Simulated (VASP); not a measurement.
# TiSi2 in VASP: further runs

Runs on TiSi2. Level: PBE. Tasks: single point.

All numbers are computed with VASP 6.6.1; they aren't measurements. Logs are shortened: lines on timing, memory, paths and dates and some standing lists are left out, and cuts for length are marked.

**1. The cell of the first run**

The cell holds a disordered packing, 18 atoms: a = 6.668 Å, b = 6.453 Å, c = 6.744 Å, α = 90.17°, β = 91.62°, γ = 85.70°.

**2. Single point, PBE**

The input, INCAR:

```
SYSTEM = TiSi2
PREC = Accurate ; ENCUT = 400
EDIFF = 1E-6 ; ISMEAR = -1
SIGMA = 0.2344 ; LREAL = Auto
LASPH = .True. ; NELM = 120
ALGO = Normal ; ISIF = 2
LWAVE = .False. ; LCHARG = .False.
GGA = PE ; ISYM = -1
NBANDS = 75 ; GGA_COMPAT = .False.
```

The input, KPOINTS:

```
explicit points
1
Reciprocal
  0.25000000   0.25000000   0.25000000 1
```

The input, POSCAR:

```
TiSi2
1.0
    6.6632510000      0.2460850000     -0.0945350000
    0.2460850000      6.4484990000     -0.0081680000
   -0.0945350000     -0.0081680000      6.7432540000
Ti Si
6 12
Direct
    0.4224255586      0.3861447691      0.7949009530
    0.4151013414      0.7739871532      0.8908664174
    0.0746161615      0.5727903628      0.4839618069
    0.7384507618      0.9035302340      0.3966045885
    0.0360454965      1.0408036321      0.7526244518
    0.8975500381      0.6966060849      0.0716506855
    0.4113180872      0.1498905315      0.0716397842
    0.5042577226      0.6379460686      0.5364651468
    0.1896874269      0.8836597476      0.4224080590
    0.8031518787      0.7640523515      0.7506678144
    0.0941718842     -0.0066189772      1.1246106813
    0.1716451231      0.4232917701      0.1277970426
    0.3589394211      0.1283385689      0.5151494527
    0.6781934148      1.0953685380      0.8905666292
    0.5003866348      0.5916026497      0.2193608992
    0.7291178507      0.3168945698      0.5389670255
    1.0082491898      0.4059743558      0.8084267381
    0.7734126046      0.3293184376      0.1613438310
```

Potentials or basis: VASP PAW PBE potentials, release 64 (Ti_sv, Si).

The run is started by

```bash
$ cat potpaw_PBE.64/Ti_sv/POTCAR potpaw_PBE.64/Si/POTCAR > POTCAR
$ mpirun -np 1 vasp_std > vasp.out
```

OUTCAR:

```text
SYSTEM = TiSi2
   PREC = Accurate
   ENCUT = 400
   EDIFF = 1E-6
   ISMEAR = -1
   LREAL = Auto
   LASPH = .True.
   NELM = 120
   ISIF = 2
   GGA = PE
   ISYM = -1

 ion  position               nearest neighbor table
   1  0.422  0.386  0.795-   7 2.42   8 2.49  14 2.51  13 2.56   2 2.58  16 2.72  17 2.76  12 2.84

   2  0.415  0.774  0.891-  15 2.54   1 2.58   8 2.61   7 2.71  10 2.78  14 2.82  11 2.97
   3  0.075  0.573  0.484-   9 2.24  17 2.51  12 2.66  10 2.81   8 2.94  16 2.97
   4  0.738  0.904  0.397-  10 2.57   8 2.60   6 2.76  16 2.83  15 2.89  13 2.95   9 3.00
   5  0.036  0.041  0.753-  17 2.38  10 2.45  11 2.54  14 2.58   9 2.65  13 2.81  16 2.96
   6  0.898  0.697  0.072-  10 2.27  11 2.42  12 2.47  18 2.65  17 2.66   4 2.76  15 2.98
   7  0.411  0.150  0.072-  14 2.19  12 2.33   1 2.42  11 2.45   2 2.71  18 2.81  13 3.03  15 3.11

   8  0.504  0.638  0.536-  15 2.16  16 2.46   1 2.49   4 2.60  10 2.61   2 2.61   9 2.63   3 2.94

   9  0.190  0.884  0.422-  13 2.09  11 2.19   3 2.24   8 2.63   5 2.65   4 3.00  15 3.05
  10  0.803  0.764  0.751-   6 2.27  14 2.43   5 2.45   4 2.57   8 2.61  17 2.62   2 2.78   3 2.81

  11  0.094  0.993  0.125-   9 2.19   6 2.42   7 2.45   5 2.54  12 2.86  18 2.94   2 2.97
  12  0.172  0.423  0.128-   7 2.33  17 2.39   6 2.47  15 2.58   3 2.66  18 2.78   1 2.84  11 2.86

  13  0.359  0.128  0.515-   9 2.09   1 2.56   5 2.81  16 2.83   4 2.95   7 3.03
  14  0.678  0.095  0.891-   7 2.19  10 2.43  18 2.47   1 2.51   5 2.58  16 2.81   2 2.82  17 3.15

  15  0.500  0.592  0.219-   8 2.16  18 2.43   2 2.54  12 2.58   4 2.89   6 2.98   9 3.05  16 3.09
                             7 3.11
  16  0.729  0.317  0.539-   8 2.46  18 2.57  17 2.66   1 2.72  14 2.81   4 2.83  13 2.83   5 2.96
                             3 2.97  15 3.09
  17  0.008  0.406  0.808-   5 2.38  12 2.39   3 2.51  10 2.62   6 2.66  16 2.66   1 2.76  18 2.95
                            14 3.15
  18  0.773  0.329  0.161-  15 2.43  14 2.47  16 2.57   6 2.65  12 2.78   7 2.81  11 2.94  17 2.95

IMPORTANT INFORMATION: All symmetrisations will be switched off!
NOSYMM: (Re-)initialisation of all symmetry stuff for point group C_1.

----------------------------------------------------------------------------------------

                                     Primitive cell

  volume of cell :     289.2779

  direct lattice vectors                    reciprocal lattice vectors
     6.663251000  0.246085000 -0.094535000     0.150318448 -0.005733731  0.002100399
     0.246085000  6.448499000 -0.008168000    -0.005733731  0.155293792  0.000107723
    -0.094535000 -0.008168000  6.743254000     0.002100399  0.000107723  0.148325933

  length of vectors
     6.668463735  6.453197959  6.743921566     0.150442424  0.155399644  0.148340843

  position of ions in fractional coordinates (direct lattice)
     0.422425559  0.386144769  0.794900953
     0.415101341  0.773987153  0.890866417
     0.074616162  0.572790363  0.483961807
     0.738450762  0.903530234  0.396604588
     0.036045497  0.040803632  0.752624452
     0.897550038  0.696606085  0.071650686
[... 10 lines left out ...]
     0.008249190  0.405974356  0.808426738
     0.773412605  0.329318438  0.161343831

  ion indices of the primitive-cell ions
   primitive index   ion index
                 1           1
                 2           2
                 3           3
                 4           4
                 5           5
                 6           6
[... 10 lines left out ...]
                17          17
                18          18

----------------------------------------------------------------------------------------

 KPOINTS: explicit points

Read explicit list of k-points.

 Found      1 k-points:

 Following reciprocal coordinates:
            Coordinates               Weight
  0.250000  0.250000  0.250000      1.000000
   k-points           NKPTS =      1   k-points in BZ     NKDIM =      1   number of bands    NBANDS=     75
   number of dos      NEDOS =    301   number of ions     NIONS =     18
[... 25 lines left out ...]
   TEBEG  =    0.0;   TEEND  =   0.0 temperature during run
   PSTRESS=    0.0 pullay stress
   NELECT =     120.0000    total number of electrons
   NUPDOWN=      -1.0000    fix difference up-down
   EMIN   =  10.00;   EMAX   =-10.00  energy-range for DOS
   EFERMI =   0.00;   METHOD = LEGACY
   ISMEAR =    -1;   SIGMA  =   0.23  broadening in eV -4-tet -1-fermi 0-gaus
   EFERMI_NEDOS =   21; number of points for ismear=-14 and -15
   IALGO  =     38    algorithm
   IMIX   =      4    mixing-type and parameters
     AMIX     =   0.40;   BMIX     =  1.00
     AMIX_MAG =   1.60;   BMIX_MAG =  1.00
  volume/ion in A,a.u.               =      16.07       108.45
  Fermi-wavevector in a.u.,A,eV,Ry     =   1.220947  2.307255 20.282365  1.490712
  Thomas-Fermi vector in A             =   2.356147
   LORBIT       =      0    0 simple, 1 ext, 2 COOP (PROOUT), +10 PAW based schemes
   GGA     = PE    functional components
   LHFCALC =     F    Hartree Fock is set to
   AEXX    =    0.0000 exact exchange contribution
   IVDW    =     0    specifies the selected vdW correction
   LEPSILON=     F    determine dielectric tensor
   LRPA    =     F    only Hartree local field effects (RPA)
 non-spin polarized calculation
  energy-cutoff  :      400.00
  volume of cell :      289.28
 maximum number of plane-waves:      5264
 NGX is ok and might be reduce to    48
   NGX = 21   NGY = 21   NGZ = 21

 number of electron     120.0000004 magnetization

 Free energy of the ion-electron system (eV)
  ---------------------------------------------------
  ext. energy  EPLUGINS =         0.00000000
  ---------------------------------------------------
  free energy    TOTEN  =      -110.01644291 eV

  energy without entropy =     -107.58042093  energy(sigma->0) =     -108.79843192

 E-fermi :   8.6130     XC(G=0): -10.9941

 val. band max:        8.5839323708   @ k =   0.2500   0.2500   0.2500
 cond. band min:       8.7202614157   @ k =   0.2500   0.2500   0.2500
 fundamental gap:      0.1363290449
 Fermi energy:         8.6130386942

 k-point     1 :       0.2500    0.2500    0.2500
  band No.  band energies     occupation
      1     -48.3381      2.00000
      2     -48.2300      2.00000
      3     -48.1504      2.00000
      4     -47.9430      2.00000
      5     -47.8791      2.00000
      6     -47.8596      2.00000
[... 64 lines left out ...]
     71      10.2453      0.00189
     72      10.3068      0.00145
 [bands above 72 left out]

------------------------ aborting loop because EDIFF is reached ----------------------------------------

  FORCE on cell =-STRESS in cart. coord.  units (eV):
  Direction    XX          YY          ZZ          XY          YZ          ZX
  --------------------------------------------------------------------------------------
  -------------------------------------------------------------------------------------
  Total       -1.5850112     17.8214045     16.5933639      3.0488771     -0.4537419      5.9840264
  in kB       -8.7786495     98.7045794     91.9030265     16.8863306     -2.5130684     33.1427755
  external PRESSURE =      60.6096521 kB  Pullay stress =       0.0000000 kB

 VOLUME and BASIS-vectors are now :
 -----------------------------------------------------------------------------
  energy-cutoff  :      400.00
  volume of cell :      289.28
      direct lattice vectors                 reciprocal lattice vectors
     6.663251000  0.246085000 -0.094535000     0.150318448 -0.005733731  0.002100399
     0.246085000  6.448499000 -0.008168000    -0.005733731  0.155293792  0.000107723
    -0.094535000 -0.008168000  6.743254000     0.002100399  0.000107723  0.148325933

 POSITION                                       TOTAL-FORCE (eV/Angst)
 -----------------------------------------------------------------------------------
      2.83461      2.58751      5.31713        -1.004341     -0.208797     -0.223443
      2.87217      5.08593      5.96178        -0.493771      1.713631     -0.093115
      0.59239      3.70805      3.25174        -0.938657     -2.639429      0.540467
      5.10533      6.00490      2.59722        -0.359651      1.298625     -0.593163
      0.17907      0.26585      5.07140         0.558670     -0.478630     -1.348065
      6.14525      4.71235      0.39262        -0.352090     -0.950814      1.080432
[... 10 lines left out ...]
      0.07845      2.61335      5.44733        -0.597027      1.400768      0.512449
      5.21923      2.31262      1.01218         0.076633     -0.766797      0.859970
 -----------------------------------------------------------------------------------
    total drift:                               -0.000712      0.000135     -0.003665

  FREE ENERGIE OF THE ION-ELECTRON SYSTEM (eV)
  ---------------------------------------------------
  free  energy   TOTEN  =      -110.0164429122 eV

  energy  without entropy=     -107.5804209302  energy(sigma->0) =     -108.79843192
```

It took 2.7 min on 1 thread of Intel Xeon 8259CL, shared host; peak memory 0.28 GiB.

What came out:

- Free energy: -110.0164 eV
- Pressure: 6.1 GPa
- Largest force: 3.238 eV/Å

Forces in eV/Å, atoms in the order of the input:
```
Ti  -1.004 -0.209 -0.223
Ti  -0.494  1.714 -0.093
Ti  -0.939 -2.639  0.540
Ti  -0.360  1.299 -0.593
Ti   0.559 -0.479 -1.348
Ti  -0.352 -0.951  1.080
Si  -1.310 -1.280  2.335
Si   0.009  0.487  1.954
Si  -0.650 -0.146 -0.003
Si  -1.432 -1.009 -2.577
Si  -0.193  1.617 -1.030
Si   0.992 -0.229  0.661
Si   2.228  2.191  0.847
Si   2.338 -0.368 -1.036
Si   0.602  0.193 -1.954
Si   0.527 -0.823  0.067
Si  -0.597  1.401  0.512
Si   0.077 -0.767  0.860
```

Caveat: the atoms stand as in a frame of molecular dynamics.

**3. Single point, PBE**

The input, INCAR:

```
SYSTEM = TiSi2
PREC = Accurate
ENCUT = 400
EDIFF = 1E-6
ISMEAR = -1
SIGMA = 0.2344
LREAL = Auto
LASPH = .TRUE.
NELM = 120
ALGO = Normal
ISIF = 2
LWAVE = .FALSE.
LCHARG = .FALSE.
GGA = PE
ISYM = -1
NBANDS = 75
GGA_COMPAT = .FALSE.
```

KPOINTS is that of step 2.

The input, POSCAR:

```
TiSi2
1.0
    6.6632510000      0.2460850000     -0.0945350000
    0.2460850000      6.4484990000     -0.0081680000
   -0.0945350000     -0.0081680000      6.7432540000
Ti Si
6 12
Direct
    0.4865855442      0.3022441188      0.9276813678
    0.4238255888      0.8223510725      0.7775696000
    0.1018348538      0.5490105285      0.5645046555
    0.7562782638      0.9468428812      0.3888478142
    0.0756069189      1.0672897316      0.7075778434
    0.9642014786      0.7186193847      0.0522654893
    0.4773874953      0.0051995405      0.1446050077
    0.5087780739      0.4420900099      0.4989763587
    0.1736617916      0.9239901774      0.3836063819
    0.7850946568      0.6950898059      0.6760451878
    0.0591426752      0.0960469093      1.1163716455
    0.2031448560      0.4145666902      0.2317322586
    0.4485170833      0.1214065514      0.5558706837
    0.7319589965      1.0032137975      0.9517996792
    0.3841953926      0.6635064085      0.1040811204
    0.8069067068      0.3247369905      0.6594999057
    1.0635005516      0.3897897623      0.9139845285
    0.8498220147      0.3774201178      0.2831418914
```

Potentials or basis: VASP PAW PBE potentials, release 64 (Ti_sv, Si).

The run is started by

```bash
$ cat potpaw_PBE.64/Ti_sv/POTCAR potpaw_PBE.64/Si/POTCAR > POTCAR
$ mpirun -np 1 vasp_std > vasp.out
```

It took 2.2 min on 1 thread of Intel Xeon 8259CL, shared host; peak memory 0.28 GiB.

It converged, with:

```yaml
Free_energy: -111.1223 eV
Pressure: 5.7 GPa
Largest_force: 3.139 eV/Å
```

Forces in eV/Å, atoms in the order of the input:
```
Ti  -1.349  1.617 -1.110
Ti   0.108 -0.770 -0.905
Ti   1.037  0.779 -0.400
Ti   1.260  0.422 -0.493
Ti   0.868 -1.349  1.502
Ti   0.816  0.531  0.351
Si  -2.531 -0.489  1.457
Si  -0.554  3.026 -0.627
Si   0.462 -1.514  1.025
Si  -0.906  1.055  1.458
Si  -0.521 -0.034 -0.983
Si   1.243 -0.913  0.415
Si  -1.180 -1.662  0.422
Si   1.882 -0.073 -1.469
Si   0.808  0.233  0.364
Si  -0.889 -0.825 -0.109
Si   0.303 -0.330 -0.828
Si  -0.855  0.296 -0.070
```

Stress tensor (GPa, compression positive):
```
 5.77 -1.58  3.70
-1.58  8.95 -2.01
 3.70 -2.01  2.47
```

Levels at points of the mesh, in eV from the Fermi level:
| k point | band 58 | band 59 | band 60 | band 61 | band 62 | band 63 |
| --- | --- | --- | --- | --- | --- | --- |
| (0.25, 0.25, 0.25) | -0.40 | -0.27 | -0.09 | 0.10 | 0.33 | 0.40 |

Caveat: the atoms stand as in a frame of molecular dynamics.

**4. Single point, PBE**

The input, INCAR:

```
SYSTEM = TiSi2
ALGO = Normal
EDIFF = 1E-6
ENCUT = 400
GGA = PE
GGA_COMPAT = .False.
ISIF = 2
ISMEAR = -1
ISYM = -1
LASPH = .True.
LCHARG = .False.
LREAL = Auto
LWAVE = .False.
NBANDS = 75
NELM = 120
PREC = Accurate
SIGMA = 0.2344
```

KPOINTS is that of step 3.

The input, POSCAR:

```
TiSi2
1.0
    6.6632510000      0.2460850000     -0.0945350000
    0.2460850000      6.4484990000     -0.0081680000
   -0.0945350000     -0.0081680000      6.7432540000
Ti Si
6 12
Direct
    0.4377579002      0.2156375863      0.9356528422
    0.4547399638      0.7495342651      0.7193490025
    0.2333188543      0.4352907850      0.6199145476
    0.7624462756      0.9941209230      0.3953684435
    0.0563530410      0.9899750694      0.7865919704
    1.1543309503      0.6311344651      0.1216330844
    0.4300407639     -0.0697041052      0.1816514046
    0.6196949177      0.6760135031      0.3802672326
    0.1392756272      0.8234299739      0.4753924733
    0.8935528366      0.6815669129      0.6101256242
    0.0691658223      0.0099495080      1.1491263504
    0.3045816509      0.2867646537      0.2413758877
    0.4469015824      0.1121124940      0.5600001981
    0.7107411464      0.9753410590      0.9076369510
    0.6008137322      0.5191772150      0.0297501126
    0.6822479198      0.3591122977      0.7075504699
    1.0269529380      0.3454788841      0.9078051735
    0.8970409498      0.3471152705      0.3469388820
```

The run is started by

```bash
$ cat potpaw_PBE.64/Ti_sv/POTCAR potpaw_PBE.64/Si/POTCAR > POTCAR
$ mpirun -np 1 vasp_std > vasp.out
```

It took 2 min on 1 thread of Intel Xeon 8259CL, shared host; peak memory 0.28 GiB.

Results (log left out):

- Free energy: -110.7055 eV
- Pressure: 4.6 GPa
- Largest force: 3.498 eV/Å

Forces on the atoms (eV/Å):
```
Ti  -2.095  0.452 -1.219
Ti   1.240 -0.282  1.090
Ti  -0.749  1.423 -1.818
Ti   0.630  1.546  0.061
Ti   0.836 -0.155 -0.726
Ti   0.708  0.185  0.138
Si   0.103 -1.069 -0.565
Si  -1.190 -2.767 -0.842
Si   2.734  0.696 -2.069
Si  -2.268 -1.840  1.475
Si  -0.930  1.456  0.271
Si  -0.666  0.007  3.241
Si  -0.500 -0.069  0.115
Si   1.476 -1.251 -0.142
Si   0.480  1.574  1.366
Si   0.386 -0.606 -1.052
Si  -0.591  0.252  1.120
Si   0.397  0.447 -0.444
```

Stress tensor (GPa, compression positive):
```
5.35 3.55 0.67
3.55 6.03 3.58
0.67 3.58 2.36
```

Levels at points of the mesh, in eV from the Fermi level:
| k point | band 56 | band 57 | band 58 | band 59 | band 60 | band 61 | band 62 | band 63 | band 64 | band 65 |
| --- | --- | --- | --- | --- | --- | --- | --- | --- | --- | --- |
| (0.25, 0.25, 0.25) | -0.67 | -0.63 | -0.41 | -0.25 | -0.06 | 0.09 | 0.24 | 0.35 | 0.59 | 0.71 |

Caveat: the atoms stand as in a frame of molecular dynamics.

**5. Single point, PBE**

The input, INCAR:

```
SYSTEM = TiSi2
PREC     = Accurate       ! precision mode
ENCUT    = 400            ! plane-wave cutoff, eV
EDIFF    = 1E-6           ! SCF threshold, eV
ISMEAR   = -1             ! smearing method
SIGMA    = 0.1689         ! smearing width, eV
LREAL    = Auto         
LASPH    = .TRUE.         ! aspherical terms in the spheres
NELM     = 120            ! most SCF steps
ALGO     = Normal         ! electronic algorithm
ISIF     = 2              ! what is computed and relaxed
LWAVE    = .FALSE.        ! write WAVECAR
LCHARG   = .TRUE.         ! write CHGCAR
GGA      = PE             ! functional
LELF     = .TRUE.         ! ELF
LVHAR    = .TRUE.       
ISYM     = -1           
NBANDS   = 75             ! bands
GGA_COMPAT= .FALSE.
```

KPOINTS is that of step 4.

The input, POSCAR:

```
TiSi2
1.0
    6.6632510000      0.2460850000     -0.0945350000
    0.2460850000      6.4484990000     -0.0081680000
   -0.0945350000     -0.0081680000      6.7432540000
Ti Si
6 12
Direct
    0.4173732265      0.2156165517      0.8969648087
    0.5477509222      0.8211556022      0.7160094863
    0.2054031781      0.5298174043      0.6005928796
    0.8074052823      0.8457303038      0.4089553773
    0.0594462838      1.0030283651      0.7087718318
    0.1744413971      0.7023228713      0.0528580698
    0.4710246134      1.0083256915      0.2164918178
    0.5531241582      0.5472938172      0.3925308001
    0.1782234378      0.8839863890      0.3996645764
    0.8622230641      0.6490350762      0.7448827489
    0.0215293159      0.0777222924      0.1253877000
    0.2562391296      0.3782753721      0.2304070586
    0.3539907332      0.1567381476      0.5450046448
    0.7688112495      0.8401128445      1.0759982663
    0.5260989431      0.5357235590      0.0332875721
    0.7289652376      0.2322077539      0.7090939184
    0.0157047819      0.3694188683      0.9516300387
    0.7231343896      0.2702972023      0.2209555353
```

The run is started by

```bash
$ cat potpaw_PBE.64/Ti_sv/POTCAR potpaw_PBE.64/Si/POTCAR > POTCAR
$ mpirun -np 1 vasp_std > vasp.out
```

It took 68 s on 1 thread of Intel Xeon 8259CL, shared host; peak memory 0.28 GiB.

It converged, with:

```yaml
Free_energy: -111.7296 eV
Pressure: 4.0 GPa
Largest_force: 4.383 eV/Å
```

Forces on the atoms (eV/Å):
```
Ti  -0.881 -0.005  0.971
Ti  -2.606  0.343  0.526
Ti  -0.293  0.273 -0.642
Ti   0.441  0.827  2.093
Ti  -0.362  0.508  2.633
Ti  -0.065  0.899 -0.321
Si  -0.641 -0.460  0.628
Si   0.131  1.092  1.329
Si   1.326 -0.587 -0.576
Si   2.049 -0.894  0.141
Si   0.886 -0.585  0.342
Si  -0.167 -1.440  0.804
Si   0.439 -0.257 -1.320
Si  -1.094 -1.327 -4.031
Si   0.842  1.291 -0.719
Si  -0.117 -0.351 -0.429
Si  -0.013  0.728 -1.720
Si   0.127 -0.056  0.290
```

Stress tensor (GPa, compression positive):
```
5.52 0.67 3.20
0.67 3.41 0.12
3.20 0.12 2.96
```

Levels at points of the mesh, in eV from the Fermi level:
```tsv
k point	band 57	band 58	band 59	band 60	band 61	band 62	band 63	band 64
(0.25, 0.25, 0.25)	-0.57	-0.40	-0.27	-0.20	0.15	0.29	0.48	0.64
```

Caveat: the atoms stand as in a frame of molecular dynamics.

**6. The runs side by side**

```csv
cell,smearing,pressure (GPa),largest force (eV/Å)
"as given, atomic positions A",fermi-dirac 0.2344 eV,6.1,3.24
"as given, atomic positions B",fermi-dirac 0.2344 eV,5.7,3.14
"as given, atomic positions C",fermi-dirac 0.2344 eV,4.6,3.50
"as given, atomic positions D",fermi-dirac 0.1689 eV,4.0,4.38
```

Alike in all rows: task single point; level PBE; potentials or basis VASP PAW PBE potentials, release 64 (Ti_sv, Si); no spin polarisation; k mesh 1 × 1 × 1, shifted; cutoff (eV) 400.

Caveats: the atoms stand as in a frame of molecular dynamics.

Absolute energies hang on the potentials; compare differences alone.
